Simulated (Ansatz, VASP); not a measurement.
## One calculation of Si2C3, two programs

```xyz
5
Lattice="3.8814 0.0000 0.0000 -1.9407 3.3614 0.0000 0.0000 0.0000 4.8143" Properties=species:S:1:pos:R:3 pbc="T T T"
Si    0.0000    0.0000    0.0000
Si    0.0000    2.2409    2.4072
C     1.9407    1.1205    1.1664
C     1.9407    1.1205    3.6479
C     0.0000    0.0000    2.4072
```

Change from the starting cell: species swapped into the Co3Ge2 type (P-6m2, No. 187).

Alike in both runs: task single point; functional PBE; k mesh 6 × 6 × 4; occupations gaussian, width 0.1 eV; no spin polarisation.

```csv
,VASP,Ansatz
version,VASP 6.6.1,Ansatz 0.2.0
potentials or method,"VASP PAW PBE potentials, release 64 (Si, C), cutoff 520 eV","scalar-relativistic, plane waves, PAW"
valence electrons in the cell,20,20
```

VASP gave:

| Item | Value |
| --- | --- |
| gap on the k mesh at the Fermi level (eV) | none |
| pressure (GPa) | -23.6 |
| traceless stress, the component that is largest in VASP (GPa) | 10.61 |
| rms of the force components (eV/Å) | 0.498 |

**Question.** Estimate Ansatz's values.

**Answer.** gap on the k mesh at the Fermi level (eV): none; pressure (GPa): -23.6; traceless stress, the component that is largest in VASP (GPa): 10.62; rms of the force components (eV/Å): 0.498.

Atom by atom the forces differ by 0.000 eV/Å (rms over components). A gap of «none» marks a metal or a gap that the smearing closes.
